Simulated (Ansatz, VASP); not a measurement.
One calculation of Te, two programs

```
Te
1.0
     4.52293    0.00000    0.00000
    -2.26146    3.91697    0.00000
     0.00000    0.00000    5.95109
Te
3
Direct
  0.00000 0.26814 0.33333
  0.26814 0.00000 0.66667
  0.73186 0.73186 0.00000
```

Alike in both runs: functional PBE; k mesh 9 × 9 × 6; occupations gaussian, width 0.02 eV; no spin polarisation.

Ansatz relaxed the structure, and its values are those at the end. VASP's run is a single point on that final structure, the one shown.

|  | VASP | Ansatz |
| --- | --- | --- |
| version | VASP 6.6.1 | Ansatz 0.2.0 |
| potentials or method | VASP PAW PBE potentials, release 64 (Te), cutoff 520 eV | scalar-relativistic, plane waves, PAW |
| valence electrons in the cell | 18 | 48 |

VASP gave:

```
gap on the k mesh at the Fermi level (eV) : 0.22
least direct gap on the mesh (eV)         : 0.22
pressure (GPa)                            : 0.0
rms of the force components (eV/Å)        : 0.004
```

Question: What did Ansatz give for the same quantities?

Answer: gap on the k mesh at the Fermi level (eV): 0.24; least direct gap on the mesh (eV): 0.24; pressure (GPa): 0.0; rms of the force components (eV/Å): 0.001.

VASP's potentials hold 18 valence electrons a cell and Ansatz's 48, so a difference there can come from the potentials and not from the codes.

Spin-orbit coupling is off throughout.
